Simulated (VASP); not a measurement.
# Mg (P6_3/mmc) in VASP: a series of runs

The runs below take Mg through single point, with PBEsol.

All numbers are computed with VASP 6.6.1; they aren't measurements. Logs are shortened: lines on timing, memory, paths and dates and some standing lists are left out, and cuts for length are marked.

## 1. The cell of the first run

The structure is hexagonal, space group P6_3/mmc (No. 194). The conventional cell has a = 3.081 Å, b = 3.081 Å, c = 5.002 Å, α = 90.00°, β = 90.00°, γ = 120.00°. Within 4.0 Å of Mg (site symmetry -6m2) lie 12 Mg at 3.07 to 3.08 Å.

## 2. Single point, PBEsol (strain -0.040 along x and y, -0.040 along z)

INCAR

```
PREC = Accurate ; ENCUT = 520
EDIFF = 1E-6 ; ISMEAR = 0
SIGMA = 0.15 ; LREAL = False
LASPH = True ; NELM = 80
ALGO = Fast ; ISIF = 2
LWAVE = False ; LCHARG = False
GGA = PS ; NBANDS = 9
```

KPOINTS

```
Automatic mesh
0
Gamma
  18 18 10
```

POSCAR

```
Mg
1.0
    3.0809006712      0.0000000000      0.0000000000
   -1.5404503356      2.6681382478      0.0000000000
    0.0000000000      0.0000000000      5.0019168000
Mg
2
Direct
    0.3333333333      0.6666666667      0.2500000000
    0.6666666667      0.3333333333      0.7500000000
```

Potentials or basis: VASP PAW PBE potentials, release 64 (Mg).

On the command line:

```console
cat potpaw_PBE.64/Mg/POTCAR > POTCAR
mpirun -np 1 vasp_std > vasp.out
```

OUTCAR:

```text
PREC = Accurate
   ENCUT = 520
   EDIFF = 1E-6
   ISMEAR = 0
   LREAL = False
   LASPH = True
   NELM = 80
   ISIF = 2
   GGA = PS

 ion  position               nearest neighbor table
   1  0.333  0.667  0.250-   2 3.07   2 3.07   2 3.07   2 3.07   2 3.07   2 3.07
   2  0.667  0.333  0.750-   1 3.07   1 3.07   1 3.07   1 3.07   1 3.07   1 3.07

  LATTYP: Found a hexagonal cell.
 ALAT       =     3.0809006712
 C/A-ratio  =     1.6235242008

  Lattice vectors:

 A1 = (   3.0809006712,   0.0000000000,   0.0000000000)
 A2 = (  -1.5404503356,   2.6681382478,   0.0000000000)
 A3 = (   0.0000000000,   0.0000000000,   5.0019168000)

Analysis of symmetry for initial positions (statically):
=====================================================================
 Subroutine PRICEL returns:
 Original cell was already a primitive cell.

 Routine SETGRP: Setting up the symmetry group for a
 hexagonal supercell.

 Subroutine GETGRP returns: Found 24 space group operations
 (whereof 12 operations were pure point group operations)
 out of a pool of 24 trial point group operations.

The static configuration has the point symmetry D_3d.
 The point group associated with its full space group is D_6h.

Analysis of symmetry for dynamics (positions and initial velocities):
=====================================================================
 Subroutine PRICEL returns:
 Original cell was already a primitive cell.

 Routine SETGRP: Setting up the symmetry group for a
 hexagonal supercell.

 Subroutine GETGRP returns: Found 24 space group operations
 (whereof 12 operations were pure point group operations)
 out of a pool of 24 trial point group operations.

The dynamic configuration has the point symmetry D_3d.
 The point group associated with its full space group is D_6h.

 Subroutine INISYM returns: Found 24 space group operations
 (whereof 12 operations are pure point group operations),
 and found     1 'primitive' translations

----------------------------------------------------------------------------------------

                                     Primitive cell

  volume of cell :      41.1171

  direct lattice vectors                    reciprocal lattice vectors
     3.080900671  0.000000000  0.000000000     0.324580409  0.187396587  0.000000000
    -1.540450336  2.668138248  0.000000000     0.000000000  0.374793173  0.000000000
     0.000000000  0.000000000  5.001916800     0.000000000  0.000000000  0.199923357

  length of vectors
     3.080900671  3.080900671  5.001916800     0.374793173  0.374793173  0.199923357

[... 88 lines left out ...]
   POTIM  = 0.5000    time-step for ionic-motion
   TEBEG  =    0.0;   TEEND  =   0.0 temperature during run
   PSTRESS=    0.0 pullay stress
   NELECT =       4.0000    total number of electrons
   NUPDOWN=      -1.0000    fix difference up-down
   EMIN   =  10.00;   EMAX   =-10.00  energy-range for DOS
   EFERMI =   0.00;   METHOD = LEGACY
   ISMEAR =     0;   SIGMA  =   0.15  broadening in eV -4-tet -1-fermi 0-gaus
   EFERMI_NEDOS =   21; number of points for ismear=-14 and -15
   IALGO  =     68    algorithm
   IMIX   =      4    mixing-type and parameters
     AMIX     =   0.40;   BMIX     =  1.00
     AMIX_MAG =   1.60;   BMIX_MAG =  1.00
  volume/ion in A,a.u.               =      20.56       138.74
  Fermi-wavevector in a.u.,A,eV,Ry     =   0.752929  1.422829  7.713170  0.566902
  Thomas-Fermi vector in A             =   1.850252
   LORBIT       =      0    0 simple, 1 ext, 2 COOP (PROOUT), +10 PAW based schemes
   GGA     = PS    functional components
   LHFCALC =     F    Hartree Fock is set to
   AEXX    =    0.0000 exact exchange contribution
   IVDW    =     0    specifies the selected vdW correction
   LEPSILON=     F    determine dielectric tensor
   LRPA    =     F    only Hartree local field effects (RPA)
 non-spin polarized calculation
 RMM-DIIS sequential band-by-band and
 Gauss-broadening in eV      SIGMA  =   0.15
  energy-cutoff  :      520.00
  volume of cell :       41.12
 maximum number of plane-waves:      1124
 NGX is ok and might be reduce to    24
   NGX = 11   NGY = 11   NGZ = 19

 number of electron       4.0000000 magnetization

 Free energy of the ion-electron system (eV)
  ---------------------------------------------------
  ext. energy  EPLUGINS =         0.00000000
  ---------------------------------------------------
  free energy    TOTEN  =        -3.40657104 eV

  energy without entropy =       -3.39792596  energy(sigma->0) =       -3.40224850

 E-fermi :   3.1814     XC(G=0):  -8.8870

 val. band max:        3.1801350543   @ k =   0.5000  -0.0000   0.4000
 cond. band min:       3.1994236392   @ k =   0.3889   0.0000   0.0000
 fundamental gap:      0.0192885849
 Fermi energy:         3.1813761534

 k-point     1 :       0.0000    0.0000    0.0000
  band No.  band energies     occupation
      1      -4.2278      2.00000
      2       1.3216      2.00000
      3       1.9570      2.00000
      4      14.7671      0.00000
      5      14.7671      0.00000
      6      15.1171      0.00000
      7      15.1171      0.00000
      8      15.6617      0.00000
      9      17.6747      0.00000
[... 265 lines left out ...]
 k-point    24 :       0.3889    0.1111    0.0000
  band No.  band energies     occupation
      1       0.0450      2.00000
      2       2.2269      2.00000
      3       5.2899      0.00000
      4       6.0587      0.00000
      5       7.4294      0.00000
      6       7.4521      0.00000
      7       9.5659      0.00000
      8      12.8375      0.00000
      9      14.1987      0.00000

 [... further k-points ...]

------------------------ aborting loop because EDIFF is reached ----------------------------------------

  FORCE on cell =-STRESS in cart. coord.  units (eV):
  Direction    XX          YY          ZZ          XY          YZ          ZX
  --------------------------------------------------------------------------------------
  -------------------------------------------------------------------------------------
  Total        1.0655022      1.0655022      0.9970062      0.0000000      0.0000000      0.0000000
  in kB       41.5185739     41.5185739     38.8495458      0.0000000      0.0000000      0.0000000
  external PRESSURE =      40.6288979 kB  Pullay stress =       0.0000000 kB

 VOLUME and BASIS-vectors are now :
 -----------------------------------------------------------------------------
  energy-cutoff  :      520.00
  volume of cell :       41.12
      direct lattice vectors                 reciprocal lattice vectors
     3.080900671  0.000000000  0.000000000     0.324580409  0.187396587  0.000000000
    -1.540450336  2.668138248  0.000000000     0.000000000  0.374793173  0.000000000
     0.000000000  0.000000000  5.001916800     0.000000000  0.000000000  0.199923357

 POSITION                                       TOTAL-FORCE (eV/Angst)
 -----------------------------------------------------------------------------------
     -0.00000      1.77876      1.25048        -0.000000     -0.000000      0.000000
      1.54045      0.88938      3.75144         0.000000      0.000000      0.000000
 -----------------------------------------------------------------------------------
    total drift:                                0.000000     -0.000000      0.000000

  FREE ENERGIE OF THE ION-ELECTRON SYSTEM (eV)
  ---------------------------------------------------
  free  energy   TOTEN  =        -3.4065710449 eV

  energy  without entropy=       -3.3979259623  energy(sigma->0) =       -3.40224850
```

OSZICAR:

```text
N       E                     dE             d eps       ncg     rms          rms(c)
DAV:   1    -0.577808802709E+00   -0.57781E+00   -0.13478E+03  3996   0.321E+02
DAV:   2    -0.337997479549E+01   -0.28022E+01   -0.26757E+01  5462   0.280E+01
DAV:   3    -0.342733590218E+01   -0.47361E-01   -0.46970E-01  5171   0.293E+00
DAV:   4    -0.342749684209E+01   -0.16094E-03   -0.16093E-03  5087   0.167E-01
DAV:   5    -0.342749765073E+01   -0.80865E-06   -0.80878E-06  5072   0.112E-02    0.949E-01
RMM:   6    -0.341619279616E+01    0.11305E-01   -0.29398E-04  4065   0.127E-01    0.603E-01
RMM:   7    -0.340656777846E+01    0.96250E-02   -0.13463E-03  4170   0.252E-01    0.290E-02
RMM:   8    -0.340657104713E+01   -0.32687E-05   -0.64956E-05  4376   0.606E-02    0.620E-03
RMM:   9    -0.340657104486E+01    0.22684E-08   -0.40353E-06  4569   0.134E-02
   1 F= -.34065710E+01 E0= -.34022485E+01  d E =-.864508E-02
```

stdout:

```text
POSCAR found type information on POSCAR Mg
 POSCAR found :  1 types and       2 ions
 scaLAPACK will be used
 -----------------------------------------------------------------------------
|                                                                             |
|                                                                             |
|     You enforced a specific xc type in the INCAR file but a different       |
|     I HOPE YOU KNOW WHAT YOU ARE DOING!                                     |
|                                                                             |
 -----------------------------------------------------------------------------

 LDA part: xc-table for (Slater+PW92), standard interpolation
 POSCAR, INCAR and KPOINTS ok, starting setup
 FFT: planning ... GRIDC
 FFT: planning ... GRID_SOFT
 FFT: planning ... GRID
 WAVECAR not read
 entering main loop
```

Run time: 35 s. Hardware: 1 thread of AMD EPYC 9R45 (Zen 5), shared host; peak memory 0.18 GiB.

Results:

```yaml
Free_energy: -3.4066 eV
Pressure: 4.1 GPa
Band_gap_on_the_k_mesh: zero (bands 2 and 3 overlap by 2.21 eV)
```

Levels at points of the mesh, in eV from the Fermi level:
```csv
k point,band 1,band 2,band 3,band 4,band 5,band 6
"(0.00, 0.00, 0.00)",-7.41,-1.86,-1.22,11.59,11.59,11.94
"(0.50, 0.00, 0.00)",-2.33,-2.22,2.84,3.06,3.61,3.99
"(0.00, 0.00, 0.50)",-5.91,-5.91,5.38,5.38,12.34,12.34
"(0.50, 0.00, 0.50)",-1.21,-1.21,-0.40,-0.40,8.41,8.41
```

Caveat: the cell differs from its parent crystal (strain -0.040 along x and y, -0.040 along z); the cell stands under pressure; the PAW data sets were made with another functional, which shifts forces and pressure a little.

## 3. Single point, PBEsol (strain -0.080 along x and y, +0.080 along z)

INCAR

```
  PREC = Accurate
  ENCUT = 520
  EDIFF = 1E-7
  ISMEAR = 0
  SIGMA = 0.15
  LREAL = False
  LASPH = True
  NELM = 100
  ALGO = Fast
  ISIF = 2
  LWAVE = False
  LCHARG = False
  GGA = PS
  NBANDS = 9
```

KPOINTS is that of step 2.

POSCAR

```
Mg
1.0
    2.9525298099      0.0000000000      0.0000000000
   -1.4762649049      2.5569658208      0.0000000000
    0.0000000000      0.0000000000      5.6271564000
Mg
2
Direct
    0.3333333333      0.6666666667      0.2500000000
    0.6666666667      0.3333333333      0.7500000000
```

Potentials or basis: VASP PAW PBE potentials, release 64 (Mg).

On the command line:

```console
cat potpaw_PBE.64/Mg/POTCAR > POTCAR
mpirun -np 1 vasp_std > vasp.out
```

Run time: 45 s. Hardware: 1 thread of AMD EPYC 9R45 (Zen 5), shared host; peak memory 0.19 GiB.

Results (log left out):

| Item | Value |
| --- | --- |
| Free energy | -3.2926 eV |
| Pressure | 3.9 GPa |
| Band gap on the k mesh | zero (bands 2 and 3 overlap by 3.61 eV) |

Stress tensor (GPa, compression positive):
```
 7.11  0.00  0.00
 0.00  7.11  0.00
 0.00  0.00 -2.52
```

Levels at points of the mesh, in eV from the Fermi level:
```csv
k point,band 1,band 2,band 3,band 4,band 5,band 6
"(0.00, 0.00, 0.00)",-7.23,-2.65,-2.51,9.92,10.87,13.21
"(0.50, 0.00, 0.00)",-1.81,-1.54,2.55,2.76,2.89,3.31
"(0.00, 0.00, 0.50)",-6.05,-6.05,2.99,2.99,13.77,13.77
"(0.50, 0.00, 0.50)",-0.94,-0.94,-0.03,-0.03,7.73,7.73
```

Caveat: the cell differs from its parent crystal (strain -0.080 along x and y, +0.080 along z); the cell stands under pressure; the PAW data sets were made with another functional, which shifts forces and pressure a little.

## 4. Single point, PBEsol (strain +0.000 along x and y, -0.080 along z)

INCAR

```
SYSTEM = Mg
ALGO = Fast
EDIFF = 1E-6
ENCUT = 520
GGA = PS
ISIF = 2
ISMEAR = 0
LASPH = .True.
LCHARG = .True.
LELF = .True.
LREAL = .False.
LVHAR = .True.
LWAVE = .False.
NBANDS = 9
NELM = 60
PREC = Accurate
SIGMA = 0.15
```

KPOINTS

```
k-points
0
Gamma
  18 18 10
  0 0 0
```

POSCAR

```
Mg
1.0
    3.2092715325      0.0000000000      0.0000000000
   -1.6046357662      2.7793106748      0.0000000000
    0.0000000000      0.0000000000      4.7935036000
Mg
2
Direct
    0.3333333333      0.6666666667      0.2500000000
    0.6666666667      0.3333333333      0.7500000000
```

On the command line:

```console
cat potpaw_PBE.64/Mg/POTCAR > POTCAR
mpirun -np 1 vasp_std > vasp.out
```

It took 38 s on 1 thread of AMD EPYC 9R45 (Zen 5), shared host; peak memory 0.18 GiB.

It converged, with:

```yaml
Free_energy: -3.4034 eV
Pressure: 2.4 GPa
Band_gap_on_the_k_mesh: zero (bands 2 and 3 overlap by 2.16 eV)
```

Stress tensor (GPa, compression positive):
```
0.70 0.00 0.00
0.00 0.70 0.00
0.00 0.00 5.88
```

Levels at points of the mesh, in eV from the Fermi level:
```csv
k point,band 1,band 2,band 3,band 4,band 5,band 6
"(0.00, 0.00, 0.00)",-7.26,-1.31,-0.45,10.42,10.42,10.48
"(0.50, 0.00, 0.00)",-2.52,-2.50,2.93,3.27,4.09,4.14
"(0.00, 0.00, 0.50)",-5.63,-5.63,6.60,6.60,11.26,11.26
"(0.50, 0.00, 0.50)",-1.28,-1.28,-0.56,-0.56,7.73,7.73
```

Caveat: the cell differs from its parent crystal (strain +0.000 along x and y, -0.080 along z); the PAW data sets were made with another functional, which shifts forces and pressure a little.

## 5. Summary

| cell | further INCAR settings | gap on the mesh (eV) | pressure (GPa) |
| --- | --- | --- | --- |
| a = 3.081, b = 3.081, c = 5.002 Å, angles 90.0, 90.0, 120.0°, 2 atoms | ALGO = Fast; EDIFF = 1e-06; NBANDS = 9 | none | 4.1 |
| a = 2.953, b = 2.953, c = 5.627 Å, angles 90.0, 90.0, 120.0°, 2 atoms | ALGO = Fast; EDIFF = 1e-07; NBANDS = 9 | none | 3.9 |
| a = 3.209, b = 3.209, c = 4.794 Å, angles 90.0, 90.0, 120.0°, 2 atoms | ALGO = Fast; EDIFF = 1e-06; NBANDS = 9 | none | 2.4 |

Alike in all rows: task single point; level PBEsol; potentials or basis VASP PAW PBE potentials, release 64 (Mg); no spin polarisation; k mesh 18 × 18 × 10; cutoff (eV) 520; smearing gaussian 0.15 eV.

Caveats: the PAW data sets were made with another functional, which shifts forces and pressure a little; the cell stands under pressure (at least some runs).

Total energies depend on the potentials used, so only differences within one code and one set of settings carry meaning.
